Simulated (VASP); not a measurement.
# CO2: single point with PBE+D3(BJ)

System: CO2.

```
CELL_PARAMETERS angstrom
8.08248 0.00000 0.00000
0.00000 8.08248 0.00000
0.00000 0.00000 8.08248
ATOMIC_POSITIONS crystal
C 0.57158 0.81333 0.85393
C 0.98586 0.46216 0.65136
C 0.07741 0.25224 0.11660
C 0.63707 0.11537 0.59321
C 0.57732 0.56989 0.43132
C 0.12740 0.81251 0.42699
C 0.49237 0.35566 0.05678
C 0.02835 0.72901 0.92401
O 0.58638 0.94206 0.91450
O 0.55327 0.68853 0.80369
O 0.88156 0.51980 0.58879
O 0.12509 0.41329 0.70439
O 0.17954 0.20275 0.19500
O 0.93688 0.25694 0.07140
O 0.51818 0.04120 0.54016
O 0.74947 0.18038 0.64032
O 0.57122 0.70747 0.37846
O 0.51963 0.43743 0.47662
O 0.24105 0.82164 0.51649
O 0.01610 0.77641 0.33029
O 0.43325 0.49279 0.08118
O 0.57581 0.24516 0.00617
O 0.98364 0.83603 0.83489
O 0.06213 0.62477 0.01078
```

| Item | Value |
| --- | --- |
| Program | VASP 6.6.1 |
| Task | single point |
| Functional | PBE |
| Dispersion | D3(BJ) |
| Potentials or basis | VASP PAW PBE potentials, release 64 (C, O) |
| Cutoff | 520 eV |
| k mesh | 1 × 1 × 1 |
| Occupations | fermi-dirac, width 0.05 eV |
| Spin | no spin polarisation |

```
Pressure                   : 2.2 GPa
Largest force              : 16.704 eV/Å
Dispersion energy per atom : -0.044 eV
```

Forces in eV/Å, atoms in the order of the input:
```
C    0.778  6.810  3.139
C   14.378 -5.922  6.101
C   -8.322  0.180 -2.564
C   -7.536 -4.559 -3.366
C   -4.256 -1.164  0.119
C   -2.421 -1.999 -2.566
C    0.779  2.903 -1.225
C   -1.669  3.744 -2.917
O    0.412  2.121  0.832
O   -1.162 -9.310 -4.094
O   -8.965  4.402 -4.654
O   -5.342  1.389 -1.511
O    7.399 -1.611  3.676
O    0.890  1.429 -1.147
O    2.095  1.422  1.026
O    5.557  3.227  2.344
O    1.659 -1.187  0.542
O    2.551  2.363 -0.729
O   -0.167  0.519  0.194
O    2.517  1.520  2.446
O    0.651 -3.468  0.139
O   -1.510  0.866  1.216
O    0.226 -0.013 -0.059
O    1.458 -3.663  3.058
```

Stress tensor (GPa, compression positive):
```
 1.58 -0.64  2.51
-0.64  3.24  0.12
 2.51  0.12  1.88
```

Levels at points of the mesh, in eV from the Fermi level:
```
           k point  band 60  band 61  band 62  band 63  band 64  band 65  band 66  band 67  band 68  band 69
(0.00, 0.00, 0.00)    -1.43    -1.39    -1.36    -1.33    -1.31     4.14     4.61     5.08     5.32     5.76
```

It took 91 s on 1 thread of Intel(R) Xeon(R) Platinum 8259CL CPU @ 2.50GHz (Skylake/Cascade Lake), with other jobs on the host, peak memory 0.46 GiB.

Caveat: the k points lie up to 0.78 Å⁻¹ apart.
